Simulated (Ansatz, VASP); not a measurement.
## Ir: VASP beside Ansatz

```
CELL_PARAMETERS angstrom
0.00000 1.91970 1.91970
1.91970 0.00000 1.91970
1.91970 1.91970 0.00000
ATOMIC_POSITIONS crystal
Ir 0.00000 0.00000 0.00000
```

Alike in both runs: task single point; functional LDA; k mesh 8 × 8 × 8; occupations gaussian, width 0.15 eV; no spin polarisation.

```csv
,VASP,Ansatz
version,VASP 6.6.1,Ansatz 0.2.0
potentials or method,"VASP PAW LDA potentials, release 64 (Ir), cutoff 520 eV","scalar-relativistic, plane waves, PAW"
valence electrons in the cell,9,17
```

```csv
,VASP,Ansatz,Ansatz less VASP
gap on the k mesh at the Fermi level (eV),none,none,-
pressure (GPa),-4.7,-7.0,-2.34
```

LDA's correlation is that of Perdew and Zunger in VASP and of Perdew and Wang (1992) in Ansatz. A gap of «none» marks a metal or a gap that the smearing closes. VASP's potentials hold 9 valence electrons a cell and Ansatz's 17, so a difference there can come from the potentials and not from the codes.

Neither program's run includes spin-orbit coupling.
